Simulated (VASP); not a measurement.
# NaCl (Pm-3m) in VASP: single point with LDA

Aim: the single point of NaCl with LDA.

All numbers are computed with VASP 6.6.1; they aren't measurements. Logs are shortened: lines on timing, memory, paths and dates and some standing lists are left out, and cuts for length are marked.

### Step 1. The cell of the first run

It takes space group Pm-3m (No. 221, cubic). Conventional cell: a = 3.370 Å, b = 3.370 Å, c = 3.370 Å, α = 90.00°, β = 90.00°, γ = 90.00°. Na (site symmetry m-3m) has 8 Cl at 2.92 Å and 6 Na at 3.37 Å within 3.8 Å. Cl (site symmetry m-3m) has 8 Na at 2.92 Å and 6 Cl at 3.37 Å within 3.8 Å.

### Step 2. Single point, LDA

The input, INCAR:

```
SYSTEM = NaCl
ALGO = Normal
EDIFF = 1E-7
ENCUT = 520
ISIF = 2
ISMEAR = 0
LASPH = .True.
LCHARG = .False.
LREAL = .False.
LWAVE = .False.
NBANDS = 14
NELM = 60
PREC = Accurate
SIGMA = 0.05
```

The input, KPOINTS:

```
k-points
0
Gamma
  8 8 8
  0 0 0
```

The input, POSCAR:

```
NaCl
1.0
    3.3697140160      0.0000000000      0.0000000000
    0.0000000000      3.3697140160      0.0000000000
    0.0000000000      0.0000000000      3.3697140160
Na Cl
1 1
Direct
    0.0000000000      0.0000000000      0.0000000000
    0.5000000000      0.5000000000      0.5000000000
```

Potentials or basis: VASP PAW LDA potentials, release 64 (Na_pv, Cl).

Launch:

```
> cat potpaw_LDA.64/Na_pv/POTCAR potpaw_LDA.64/Cl/POTCAR > POTCAR
> mpirun -np 1 vasp_std > vasp.out
```

OUTCAR:

```text
SYSTEM = NaCl
   EDIFF = 1E-7
   ENCUT = 520
   ISIF = 2
   ISMEAR = 0
   LASPH = .True.
   LREAL = .False.
   NELM = 60
   PREC = Accurate

 ion  position               nearest neighbor table
   1  0.000  0.000  0.000-
   2  0.500  0.500  0.500-

  LATTYP: Found a simple cubic cell.
 ALAT       =     3.3697140160

  Lattice vectors:

 A1 = (   3.3697140160,   0.0000000000,   0.0000000000)
 A2 = (   0.0000000000,   3.3697140160,   0.0000000000)
 A3 = (   0.0000000000,   0.0000000000,   3.3697140160)

Analysis of symmetry for initial positions (statically):
=====================================================================
 Subroutine PRICEL returns:
 Original cell was already a primitive cell.

 Routine SETGRP: Setting up the symmetry group for a
 simple cubic supercell.

 Subroutine GETGRP returns: Found 48 space group operations
 (whereof 48 operations were pure point group operations)
 out of a pool of 48 trial point group operations.

The static configuration has the point symmetry O_h .

Analysis of symmetry for dynamics (positions and initial velocities):
=====================================================================
 Subroutine PRICEL returns:
 Original cell was already a primitive cell.

 Routine SETGRP: Setting up the symmetry group for a
 simple cubic supercell.

 Subroutine GETGRP returns: Found 48 space group operations
 (whereof 48 operations were pure point group operations)
 out of a pool of 48 trial point group operations.

The dynamic configuration has the point symmetry O_h .

 Subroutine INISYM returns: Found 48 space group operations
 (whereof 48 operations are pure point group operations),
 and found     1 'primitive' translations

----------------------------------------------------------------------------------------

                                     Primitive cell

  volume of cell :      38.2630

  direct lattice vectors                    reciprocal lattice vectors
     3.369714016  0.000000000  0.000000000     0.296761089  0.000000000  0.000000000
     0.000000000  3.369714016  0.000000000     0.000000000  0.296761089  0.000000000
     0.000000000  0.000000000  3.369714016     0.000000000  0.000000000  0.296761089

  length of vectors
     3.369714016  3.369714016  3.369714016     0.296761089  0.296761089  0.296761089

  position of ions in fractional coordinates (direct lattice)
     0.000000000  0.000000000  0.000000000
     0.500000000  0.500000000  0.500000000

  ion indices of the primitive-cell ions
   primitive index   ion index
                 1           1
                 2           2

----------------------------------------------------------------------------------------

 KPOINTS: k-points

Automatic generation of k-mesh.
 Grid dimensions read from file:
 generate k-points for:    8    8    8

 Generating k-lattice:

  Cartesian coordinates                     Fractional coordinates (reciprocal lattice)
     0.037095136  0.000000000  0.000000000     0.125000000  0.000000000  0.000000000
     0.000000000  0.037095136  0.000000000     0.000000000  0.125000000  0.000000000
     0.000000000  0.000000000  0.037095136     0.000000000  0.000000000  0.125000000

  Length of vectors
     0.037095136  0.037095136  0.037095136

  Shift w.r.t. Gamma in fractional coordinates (k-lattice)
     0.000000000  0.000000000  0.000000000

 Subroutine IBZKPT returns following result:
 ===========================================

 Found     35 irreducible k-points:

 Following reciprocal coordinates:
            Coordinates               Weight
  0.000000  0.000000  0.000000      1.000000
  0.125000  0.000000  0.000000      6.000000
  0.250000  0.000000  0.000000      6.000000
  0.375000  0.000000  0.000000      6.000000
  0.500000  0.000000  0.000000      3.000000
  0.125000  0.125000  0.000000     12.000000
[... 16 lines left out ...]
  0.375000  0.375000  0.125000     24.000000
  0.500000  0.375000  0.125000     24.000000
 [... further k-points ...]
   k-points           NKPTS =     35   k-points in BZ     NKDIM =     35   number of bands    NBANDS=     14
   number of dos      NEDOS =    301   number of ions     NIONS =      2
   total plane-waves  NPLWV =  21952
   dimension x,y,z NGX =    28 NGY =   28 NGZ =   28
   dimension x,y,z NGXF=    56 NGYF=   56 NGZF=   56
   ions per type =               1   1
   NGX,Y,Z   is equivalent  to a cutoff of  13.81, 13.81, 13.81 a.u.
   NGXF,Y,Z  is equivalent  to a cutoff of  27.63, 27.63, 27.63 a.u.
 SYSTEM =  NaCl
   PREC   = accura    normal or accurate (medium, high low for compatibility)
   ISTART =      0    job   : 0-new  1-cont  2-samecut
   ICHARG =      2    charge: 1-file 2-atom 10-const
   ISPIN  =      1    spin polarized calculation?
   LNONCOLLINEAR =      F non collinear calculations
   LSORBIT =      F    spin-orbit coupling
   LASPH  =      T    aspherical Exc in radial PAW
   ENCUT  =  520.0 eV  38.22 Ry    6.18 a.u.   6.27  6.27  6.27*2*pi/ulx,y,z
   NELM   =     60;   NELMIN=  2; NELMDL= -5     # of ELM steps
   EDIFF  = 0.1E-06   stopping-criterion for ELM
   LREAL  =      F    real-space projection
   EDIFFG = 0.1E-05   stopping-criterion for IOM
   NSW    =      0    number of steps for IOM
   IBRION =     -1    ionic relax: 0-MD 1-quasi-New 2-CG
   NFREE  =      0    steps in history (QN), initial steepest desc. (CG)
   ISIF   =      2    stress and relaxation
   ISYM   =      2    0-nonsym 1-usesym 2-fastsym
   POTIM  = 0.5000    time-step for ionic-motion
   TEBEG  =    0.0;   TEEND  =   0.0 temperature during run
   PSTRESS=    0.0 pullay stress
   NELECT =      14.0000    total number of electrons
   NUPDOWN=      -1.0000    fix difference up-down
   EMIN   =  10.00;   EMAX   =-10.00  energy-range for DOS
   EFERMI =   0.00;   METHOD = LEGACY
   ISMEAR =     0;   SIGMA  =   0.05  broadening in eV -4-tet -1-fermi 0-gaus
   EFERMI_NEDOS =   21; number of points for ismear=-14 and -15
   IALGO  =     38    algorithm
   IMIX   =      4    mixing-type and parameters
     AMIX     =   0.40;   BMIX     =  1.00
     AMIX_MAG =   1.60;   BMIX_MAG =  1.00
  volume/ion in A,a.u.               =      19.13       129.11
  Fermi-wavevector in a.u.,A,eV,Ry     =   1.170913  2.212704 18.654080  1.371036
  Thomas-Fermi vector in A             =   2.307364
   LORBIT       =      0    0 simple, 1 ext, 2 COOP (PROOUT), +10 PAW based schemes
   GGA     = CA    functional components
   LHFCALC =     F    Hartree Fock is set to
   AEXX    =    0.0000 exact exchange contribution
   IVDW    =     0    specifies the selected vdW correction
   LEPSILON=     F    determine dielectric tensor
   LRPA    =     F    only Hartree local field effects (RPA)
 non-spin polarized calculation
 Gauss-broadening in eV      SIGMA  =   0.05
  energy-cutoff  :      520.00
  volume of cell :       38.26
 maximum number of plane-waves:      1064
 NGX is ok and might be reduce to    28
   NGX = 13   NGY = 13   NGZ = 13

 number of electron      14.0000013 magnetization

 Free energy of the ion-electron system (eV)
  ---------------------------------------------------
  ext. energy  EPLUGINS =         0.00000000
  ---------------------------------------------------
  free energy    TOTEN  =        -7.12261292 eV

  energy without entropy =       -7.12261292  energy(sigma->0) =       -7.12261292

 E-fermi :   1.3750     XC(G=0):  -9.4718

 val. band max:        1.0873294126   @ k =   0.5000   0.5000   0.0000
 cond. band min:       5.0985176815   @ k =   0.0000   0.0000   0.0000
 fundamental gap:      4.0111882689
 Fermi energy:         1.3750389294

 k-point     1 :       0.0000    0.0000    0.0000
  band No.  band energies     occupation
      1     -20.8472      2.00000
      2     -20.8472      2.00000
      3     -20.8472      2.00000
      4     -12.6741      2.00000
      5       0.4736      2.00000
      6       0.4736      2.00000
      7       0.4736      2.00000
      8       5.0985      0.00000
      9       9.2100      0.00000
     10       9.2100      0.00000
     11      17.3220      0.00000
     12      17.3220      0.00000
     13      17.3221      0.00000
     14      17.4547      0.00000

 k-point     2 :       0.1250    0.0000    0.0000
  band No.  band energies     occupation
      1     -20.8573      2.00000
      2     -20.8463      2.00000
      3     -20.8463      2.00000
      4     -12.6058      2.00000
      5      -0.1418      2.00000
      6       0.5130      2.00000
      7       0.5130      2.00000
      8       5.5966      0.00000
      9       9.3960      0.00000
     10       9.6716      0.00000
     11      15.7557      0.00000
     12      15.7557      0.00000
     13      16.9611      0.00000
     14      17.4549      0.00000

 k-point     3 :       0.2500    0.0000    0.0000
  band No.  band energies     occupation
      1     -20.8817      2.00000
      2     -20.8441      2.00000
      3     -20.8441      2.00000
      4     -12.4326      2.00000
      5      -1.2800      2.00000
      6       0.6113      2.00000
      7       0.6113      2.00000
      8       6.5288      0.00000
      9       9.9392      0.00000
     10      10.5014      0.00000
     11      14.2929      0.00000
     12      14.2929      0.00000
     13      16.6601      0.00000
     14      16.8687      0.00000
[... 324 lines left out ...]
 k-point    23 :       0.3750    0.3750    0.1250
  band No.  band energies     occupation
      1     -20.8925      2.00000
      2     -20.8898      2.00000
      3     -20.8453      2.00000
      4     -11.8741      2.00000
      5      -1.5378      2.00000
      6      -1.3844      2.00000
      7       0.5575      2.00000
      8       7.2400      0.00000
      9      10.1471      0.00000
     10      11.1638      0.00000
     11      12.3052      0.00000
     12      14.7156      0.00000
     13      14.8568      0.00000
     14      18.5649      0.00000

 k-point    24 :       0.5000    0.3750    0.1250
  band No.  band energies     occupation
      1     -20.8997      2.00000
      2     -20.8890      2.00000
      3     -20.8444      2.00000
      4     -11.8139      2.00000
      5      -1.7599      2.00000
      6      -1.3344      2.00000
      7       0.6165      2.00000
      8       6.8506      0.00000
      9      10.6077      0.00000
     10      10.8467      0.00000
     11      12.1978      0.00000
     12      14.9162      0.00000
     13      14.9977      0.00000
     14      18.1357      0.00000

 [... further k-points ...]

------------------------ aborting loop because EDIFF is reached ----------------------------------------

  FORCE on cell =-STRESS in cart. coord.  units (eV):
  Direction    XX          YY          ZZ          XY          YZ          ZX
  --------------------------------------------------------------------------------------
  -------------------------------------------------------------------------------------
  Total       -0.0143762     -0.0143762     -0.0143762      0.0000000      0.0000000      0.0000000
  in kB       -0.6019690     -0.6019690     -0.6019690      0.0000000      0.0000000      0.0000000
  external PRESSURE =      -0.6019690 kB  Pullay stress =       0.0000000 kB

 VOLUME and BASIS-vectors are now :
 -----------------------------------------------------------------------------
  energy-cutoff  :      520.00
  volume of cell :       38.26
      direct lattice vectors                 reciprocal lattice vectors
     3.369714016  0.000000000  0.000000000     0.296761089  0.000000000  0.000000000
     0.000000000  3.369714016  0.000000000     0.000000000  0.296761089  0.000000000
     0.000000000  0.000000000  3.369714016     0.000000000  0.000000000  0.296761089

 POSITION                                       TOTAL-FORCE (eV/Angst)
 -----------------------------------------------------------------------------------
      0.00000      0.00000      0.00000         0.000000      0.000000      0.000000
      1.68486      1.68486      1.68486         0.000000      0.000000      0.000000
 -----------------------------------------------------------------------------------
    total drift:                               -0.000000      0.000000      0.000000

  FREE ENERGIE OF THE ION-ELECTRON SYSTEM (eV)
  ---------------------------------------------------
  free  energy   TOTEN  =        -7.1226129248 eV

  energy  without entropy=       -7.1226129248  energy(sigma->0) =       -7.12261292
```

It took 12 s on 1 thread of Intel Xeon 8259CL, shared host; peak memory 0.14 GiB.

What came out:

```yaml
Free_energy: -7.1226 eV
Pressure: -0.1 GPa
Band_gap_on_the_k_mesh: 4.01 eV, indirect (least direct gap 4.62 eV)
```

Levels at points of the mesh, in eV from the valence-band top:
| k point | band 3 | band 4 | band 5 | band 6 | band 7 | band 8 | band 9 | band 10 | band 11 | band 12 |
| --- | --- | --- | --- | --- | --- | --- | --- | --- | --- | --- |
| (0.00, 0.00, 0.00) | -21.93 | -13.76 | -0.61 | -0.61 | -0.61 | 4.01 | 8.12 | 8.12 | 16.23 | 16.23 |
| (0.50, 0.00, 0.00) | -21.93 | -13.25 | -3.61 | -0.33 | -0.33 | 6.92 | 9.05 | 10.24 | 11.87 | 11.87 |
| (0.50, 0.50, 0.00) | -21.92 | -12.90 | -2.78 | -2.78 | 0.00 | 5.14 | 9.83 | 11.41 | 11.41 | 12.56 |
| (0.50, 0.50, 0.50) | -21.98 | -12.52 | -2.29 | -2.29 | -2.29 | 6.75 | 6.75 | 6.75 | 12.19 | 16.64 |
